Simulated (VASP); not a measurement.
The system is HgTe.

```
CELL_PARAMETERS angstrom
0.00000 3.28920 3.28920
3.28920 0.00000 3.28920
3.28920 3.28920 0.00000
ATOMIC_POSITIONS crystal
Hg 0.00000 0.00000 0.00000
Te 0.25000 0.25000 0.25000
```

Base run:

| Item | Value |
| --- | --- |
| Program | VASP 6.6.1 |
| Functional | PBE |
| Potentials or basis | VASP PAW PBE potentials, release 64 (Hg, Te) |
| Cutoff | 520 eV |
| k mesh | 6 × 6 × 6 |
| Occupations | fermi-dirac, width 0.02 eV |
| Spin | no spin polarisation |

Its results: band gap on the k mesh zero (filled and empty bands touch); pressure 1.3 GPa.

Problem. The run is repeated on the same cell with these changes: functional from PBE to r2SCAN; further incar settings from ALGO = Normal; EDIFF = 1e-06; NBANDS = 16 to ALGO = Normal; EDIFF = 1e-07; NBANDS = 16. What comes out?

Solution. Band gap on the k mesh zero (filled and empty bands touch); pressure 0.0 GPa.

Caveats: semilocal functionals underestimate gaps, and a narrow one can read as zero; spin-orbit coupling is left out, which moves the levels of the heavy elements; the PAW data sets were made with another functional, which shifts forces and pressure a little (at least some runs).
